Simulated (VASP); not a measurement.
# HfN in VASP: single point with PBE

Aim: the single point of HfN with PBE.

Everything below comes from runs of VASP 6.6.1. Logs are shortened: lines on timing, memory, paths and dates and some standing lists are left out, and cuts for length are marked.

## Step 1: The cell of the first run

The cell holds a slab with vacuum, 14 atoms: a = 3.216 Å, b = 4.548 Å, c = 24.647 Å, α = 90.00°, β = 90.00°, γ = 90.00°.

## Step 2: Single point, PBE

The input, INCAR:

```
SYSTEM = HfN
PREC = Accurate
ENCUT = 520
EDIFF = 1E-6
ISMEAR = 0
SIGMA = 0.1
LREAL = .FALSE.
LASPH = .TRUE.
NELM = 120
ALGO = Normal
ISIF = 2
LWAVE = .FALSE.
LCHARG = .FALSE.
LDIPOL = .TRUE.
IDIPOL = 3
DIPOL = 0.5 0.5 0.500
GGA = PE
NBANDS = 66
GGA_COMPAT = .FALSE.
NELMDL = -8
```

The input, KPOINTS:

```
Automatic mesh
0
G
  11 8 1
  0 0 0
```

The input, POSCAR:

```
HfN
1.0
    3.2157753968      0.0000000000      0.0000000000
    0.0000000000      4.5477931797      0.0000000000
    0.0000000000      0.0000000000     24.6473261903
Hf N
7 7
Direct
    0.5000000000      0.5000000000      0.3070030990
    0.0000000000      0.0000000000      0.3663823565
    0.5000000000      0.5000000000      0.4337838485
    0.0000000000      0.0000000000      0.4999999982
    0.5000000000      0.5000000000      0.5662161430
    0.0000000000      0.0000000000      0.6336176521
    0.5000000000      0.5000000000      0.6929969063
    0.5000000000      0.0000000000      0.3083623404
    0.0000000000      0.5000000000      0.3680854681
    0.5000000000      0.0000000000      0.4355877214
    0.0000000000      0.5000000000      0.4999999970
    0.5000000000      0.0000000000      0.5644122811
    0.0000000000      0.5000000000      0.6319145191
    0.5000000000      0.0000000000      0.6916376691
```

Potentials or basis: VASP PAW PBE potentials, release 64 (Hf_pv, N).

On the command line:

```bash
cat potpaw_PBE.64/Hf_pv/POTCAR potpaw_PBE.64/N/POTCAR > POTCAR
mpirun -np 1 vasp_std > vasp.out
```

OUTCAR:

```text
SYSTEM = HfN
   PREC = Accurate
   ENCUT = 520
   EDIFF = 1E-6
   ISMEAR = 0
   LREAL = .FALSE.
   LASPH = .TRUE.
   NELM = 120
   ISIF = 2
   GGA = PE
   NELMDL = -8

 ion  position               nearest neighbor table
   1  0.500  0.500  0.307-   9 2.20   9 2.20   8 2.27   8 2.27   3 3.12   2 3.15   2 3.15   2 3.15
                             2 3.15
   2  0.000  0.000  0.366-   8 2.15   8 2.15   9 2.27   9 2.27  10 2.34  10 2.34   1 3.15   1 3.15
                             1 3.15   1 3.15   3 3.24   3 3.24   3 3.24   3 3.24   4 3.29
   3  0.500  0.500  0.434-  10 2.27  10 2.27   9 2.28   9 2.28  11 2.29  11 2.29   1 3.12   4 3.23
                             4 3.23   4 3.23   4 3.23   2 3.24   2 3.24   2 3.24   2 3.24   5 3.26
   4  0.000  0.000  0.500-  10 2.26  10 2.26  12 2.26  12 2.26  11 2.27  11 2.27   5 3.23   5 3.23
                             5 3.23   5 3.23   3 3.23   3 3.23   3 3.23   3 3.23   2 3.29   6 3.29
   5  0.500  0.500  0.566-  12 2.27  12 2.27  13 2.28  13 2.28  11 2.29  11 2.29   7 3.12   4 3.23
                             4 3.23   4 3.23   4 3.23   6 3.24   6 3.24   6 3.24   6 3.24   3 3.26
   6  0.000  0.000  0.634-  14 2.15  14 2.15  13 2.27  13 2.27  12 2.34  12 2.34   7 3.15   7 3.15
                             7 3.15   7 3.15   5 3.24   5 3.24   5 3.24   5 3.24   4 3.29
   7  0.500  0.500  0.693-  13 2.20  13 2.20  14 2.27  14 2.27   5 3.12   6 3.15   6 3.15   6 3.15
                             6 3.15
   8  0.500  0.000  0.308-   2 2.15   2 2.15   1 2.27   1 2.27
   9  0.000  0.500  0.368-   1 2.20   1 2.20   2 2.27   2 2.27   3 2.28   3 2.28
  10  0.500  0.000  0.436-   4 2.26   4 2.26   3 2.27   3 2.27   2 2.34   2 2.34
  11  0.000  0.500  0.500-   4 2.27   4 2.27   5 2.29   5 2.29   3 2.29   3 2.29
  12  0.500  0.000  0.564-   4 2.26   4 2.26   5 2.27   5 2.27   6 2.34   6 2.34
  13  0.000  0.500  0.632-   7 2.20   7 2.20   6 2.27   6 2.27   5 2.28   5 2.28
  14  0.500  0.000  0.692-   6 2.15   6 2.15   7 2.27   7 2.27

  LATTYP: Found a simple orthorhombic cell.
 ALAT       =     3.2157753968
 B/A-ratio  =     1.4142135624
 C/A-ratio  =     7.6645048702

  Lattice vectors:

 A1 = (   3.2157753968,   0.0000000000,   0.0000000000)
 A2 = (   0.0000000000,   4.5477931797,   0.0000000000)
 A3 = (   0.0000000000,   0.0000000000,  24.6473261903)

Analysis of symmetry for initial positions (statically):
=====================================================================
 Subroutine PRICEL returns:
 Original cell was already a primitive cell.

 Routine SETGRP: Setting up the symmetry group for a
 simple orthorhombic supercell.

 Subroutine GETGRP returns: Found  8 space group operations
 (whereof  8 operations were pure point group operations)
 out of a pool of  8 trial point group operations.

The static configuration has the point symmetry D_2h.

Analysis of symmetry for dynamics (positions and initial velocities):
=====================================================================
 Subroutine PRICEL returns:
 Original cell was already a primitive cell.

 Routine SETGRP: Setting up the symmetry group for a
 simple orthorhombic supercell.

 Subroutine GETGRP returns: Found  8 space group operations
 (whereof  8 operations were pure point group operations)
 out of a pool of  8 trial point group operations.

The dynamic configuration has the point symmetry D_2h.

 Subroutine INISYM returns: Found  8 space group operations
 (whereof  8 operations are pure point group operations),
 and found     1 'primitive' translations

----------------------------------------------------------------------------------------

                                     Primitive cell

  volume of cell :     360.4593

  direct lattice vectors                    reciprocal lattice vectors
     3.215775397  0.000000000  0.000000000     0.310966991  0.000000000  0.000000000
     0.000000000  4.547793180  0.000000000     0.000000000  0.219886868  0.000000000
     0.000000000  0.000000000 24.647326190     0.000000000  0.000000000  0.040572352

  length of vectors
     3.215775397  4.547793180 24.647326190     0.310966991  0.219886868  0.040572352

  position of ions in fractional coordinates (direct lattice)
     0.500000000  0.500000000  0.307003099
     0.000000000  0.000000000  0.366382356
     0.500000000  0.500000000  0.433783848
     0.000000000  0.000000000  0.499999998
     0.500000000  0.500000000  0.566216143
     0.000000000  0.000000000  0.633617652
     0.500000000  0.500000000  0.692996906
     0.500000000  0.000000000  0.308362340
[... 53 lines left out ...]
  0.090909  0.000000  0.000000      2.000000
  0.181818  0.000000  0.000000      2.000000
  0.272727  0.000000  0.000000      2.000000
  0.363636  0.000000  0.000000      2.000000
  0.454545  0.000000  0.000000      2.000000
[... 16 lines left out ...]
  0.363636  0.375000  0.000000      4.000000
  0.454545  0.375000  0.000000      4.000000
 [... further k-points ...]
   k-points           NKPTS =     30   k-points in BZ     NKDIM =     30   number of bands    NBANDS=     66
   number of dos      NEDOS =    301   number of ions     NIONS =     14
   total plane-waves  NPLWV = 165888
   dimension x,y,z NGX =    24 NGY =   36 NGZ =  192
   dimension x,y,z NGXF=    48 NGYF=   72 NGZF=  384
   ions per type =               7   7
   NGX,Y,Z   is equivalent  to a cutoff of  12.41, 13.16, 12.95 a.u.
   NGXF,Y,Z  is equivalent  to a cutoff of  24.81, 26.32, 25.90 a.u.
 SYSTEM =  HfN
   PREC   = accura    normal or accurate (medium, high low for compatibility)
   ISTART =      0    job   : 0-new  1-cont  2-samecut
   ICHARG =      2    charge: 1-file 2-atom 10-const
   ISPIN  =      1    spin polarized calculation?
   LNONCOLLINEAR =      F non collinear calculations
   LSORBIT =      F    spin-orbit coupling
   LASPH  =      T    aspherical Exc in radial PAW
   ENCUT  =  520.0 eV  38.22 Ry    6.18 a.u.   5.98  8.46 45.83*2*pi/ulx,y,z
   NELM   =    120;   NELMIN=  2; NELMDL= -8     # of ELM steps
   EDIFF  = 0.1E-05   stopping-criterion for ELM
   LREAL  =      F    real-space projection
   EDIFFG = 0.1E-04   stopping-criterion for IOM
   NSW    =      0    number of steps for IOM
   IBRION =     -1    ionic relax: 0-MD 1-quasi-New 2-CG
   NFREE  =      0    steps in history (QN), initial steepest desc. (CG)
   ISIF   =      2    stress and relaxation
   ISYM   =      2    0-nonsym 1-usesym 2-fastsym
   POTIM  = 0.5000    time-step for ionic-motion
   TEBEG  =    0.0;   TEEND  =   0.0 temperature during run
   PSTRESS=    0.0 pullay stress
   NELECT =     105.0000    total number of electrons
   NUPDOWN=      -1.0000    fix difference up-down
   EMIN   =  10.00;   EMAX   =-10.00  energy-range for DOS
   EFERMI =   0.00;   METHOD = LEGACY
   ISMEAR =     0;   SIGMA  =   0.10  broadening in eV -4-tet -1-fermi 0-gaus
   EFERMI_NEDOS =   21; number of points for ismear=-14 and -15
   IALGO  =     38    algorithm
   IMIX   =      4    mixing-type and parameters
     AMIX     =   0.40;   BMIX     =  1.00
     AMIX_MAG =   1.60;   BMIX_MAG =  1.00
  volume/ion in A,a.u.               =      25.75       173.75
  Fermi-wavevector in a.u.,A,eV,Ry     =   1.085223  2.050775 16.023718  1.177710
  Thomas-Fermi vector in A             =   2.221332
   LORBIT       =      0    0 simple, 1 ext, 2 COOP (PROOUT), +10 PAW based schemes
   GGA     = PE    functional components
   LHFCALC =     F    Hartree Fock is set to
   AEXX    =    0.0000 exact exchange contribution
   IVDW    =     0    specifies the selected vdW correction
   LEPSILON=     F    determine dielectric tensor
   LRPA    =     F    only Hartree local field effects (RPA)
 non-spin polarized calculation
 Gauss-broadening in eV      SIGMA  =   0.10
  energy-cutoff  :      520.00
  volume of cell :      360.46
 maximum number of plane-waves:      9774
 NGX is ok and might be reduce to    24
   NGX = 11   NGY = 17   NGZ = 91

 dipolmoment           0.000000      0.000000      0.000000 electrons x Angstroem

 number of electron     105.0000004 magnetization

 dipolmoment           0.000000      0.000000     -0.000000 electrons x Angstroem

 Free energy of the ion-electron system (eV)
  ---------------------------------------------------
  ext. energy  EPLUGINS =         0.00000000
  ---------------------------------------------------
  free energy    TOTEN  =      -147.43460168 eV

  energy without entropy =     -147.39466513  energy(sigma->0) =     -147.41463340

 E-fermi :   1.7074     XC(G=0):  -6.6904

 val. band max:        1.6982982614   @ k =   0.4545   0.0000   0.0000
 cond. band min:       1.7095857808   @ k =   0.0909   0.1250   0.0000
 fundamental gap:      0.0112875194
 Fermi energy:         1.7073845507

 k-point     1 :       0.0000    0.0000    0.0000
  band No.  band energies     occupation
      1     -30.1877      2.00000
      2     -30.1674      2.00000
      3     -30.1566      2.00000
      4     -30.0091      2.00000
      5     -30.0083      2.00000
      6     -29.9332      2.00000
[... 1597 lines left out ...]
     63       4.9293      0.00000
     64       5.0662      0.00000

 [... further k-points ...]

 [bands above 64 left out]

------------------------ aborting loop because EDIFF is reached ----------------------------------------

 vacuum level on the upper side and lower side of the slab       (xc-potential included)        -0.227        -0.227

  FORCE on cell =-STRESS in cart. coord.  units (eV):
  Direction    XX          YY          ZZ          XY          YZ          ZX
  --------------------------------------------------------------------------------------
  -------------------------------------------------------------------------------------
  Total       -0.2484912    -13.2606426     -1.7632493     -0.0000000      0.0000000      0.0000000
  in kB       -1.1044992    -58.9411934     -7.8373292     -0.0000000      0.0000000      0.0000000
  external PRESSURE =     -22.6276740 kB  Pullay stress =       0.0000000 kB

 VOLUME and BASIS-vectors are now :
 -----------------------------------------------------------------------------
  energy-cutoff  :      520.00
  volume of cell :      360.46
      direct lattice vectors                 reciprocal lattice vectors
     3.215775397  0.000000000  0.000000000     0.310966991  0.000000000  0.000000000
     0.000000000  4.547793180  0.000000000     0.000000000  0.219886868  0.000000000
     0.000000000  0.000000000 24.647326190     0.000000000  0.000000000  0.040572352

 POSITION                                       TOTAL-FORCE (eV/Angst)
 -----------------------------------------------------------------------------------
      1.60789      2.27390      7.56681         0.000000     -0.000000      0.118084
      0.00000      0.00000      9.03035         0.000000      0.000000     -0.019135
      1.60789      2.27390     10.69161         0.000000     -0.000000     -0.013336
      0.00000      0.00000     12.32366         0.000000     -0.000000     -0.000000
      1.60789      2.27390     13.95571         0.000000     -0.000000      0.013336
      0.00000      0.00000     15.61698         0.000000      0.000000      0.019135
      1.60789      2.27390     17.08052         0.000000     -0.000000     -0.118084
      1.60789      0.00000      7.60031         0.000000      0.000000      0.084743
      0.00000      2.27390      9.07232         0.000000      0.000000     -0.011336
      1.60789      0.00000     10.73607         0.000000     -0.000000     -0.009431
      0.00000      2.27390     12.32366         0.000000     -0.000000     -0.000000
      1.60789      0.00000     13.91125         0.000000     -0.000000      0.009431
      0.00000      2.27390     15.57500         0.000000     -0.000000      0.011336
      1.60789      0.00000     17.04702         0.000000      0.000000     -0.084743
 -----------------------------------------------------------------------------------
    total drift:                                0.000000      0.000000      0.000030

  FREE ENERGIE OF THE ION-ELECTRON SYSTEM (eV)
  ---------------------------------------------------
  free  energy   TOTEN  =      -147.4346016791 eV

  energy  without entropy=     -147.3946651283  energy(sigma->0) =     -147.41463340

 vacuum level on the upper side and lower side of the slab         5.186         5.186
```

Wall time 44 min (1 thread of Oxide Virtual Turin-like, shared host); peak memory 0.71 GiB.

Results:

| Quantity | Value |
| --- | --- |
| Free energy | -147.4346 eV |
| Largest force | 0.118 eV/Å |
| Band gap on the k mesh | zero (an odd number of electrons rules out a gap without spin polarisation) |

Forces on the atoms (eV/Å):
```
Hf   0.000  0.000  0.118
Hf   0.000  0.000 -0.019
Hf   0.000  0.000 -0.013
Hf   0.000  0.000  0.000
Hf   0.000  0.000  0.013
Hf   0.000  0.000  0.019
Hf   0.000  0.000 -0.118
N    0.000  0.000  0.085
N    0.000  0.000 -0.011
N    0.000  0.000 -0.009
N    0.000  0.000  0.000
N    0.000  0.000  0.009
N    0.000  0.000  0.011
N    0.000  0.000 -0.085
```

Levels at points of the mesh, in eV from the Fermi level:
```tsv
k point	band 49	band 50	band 51	band 52	band 53	band 54	band 55	band 56	band 57	band 58
(0.00, 0.00, 0.00)	-2.25	-2.15	-0.94	-0.32	-0.01	0.08	0.11	0.36	0.49	0.68
(0.00, 0.50, 0.00)	-2.81	-2.09	-0.71	-0.64	0.04	0.10	1.09	1.21	2.52	2.67
```

Caveat: spin-orbit coupling is left out, which moves the levels of the heavy elements; an odd number of electrons without spin polarisation forces a metal; a magnetic or distorted state may lie lower.
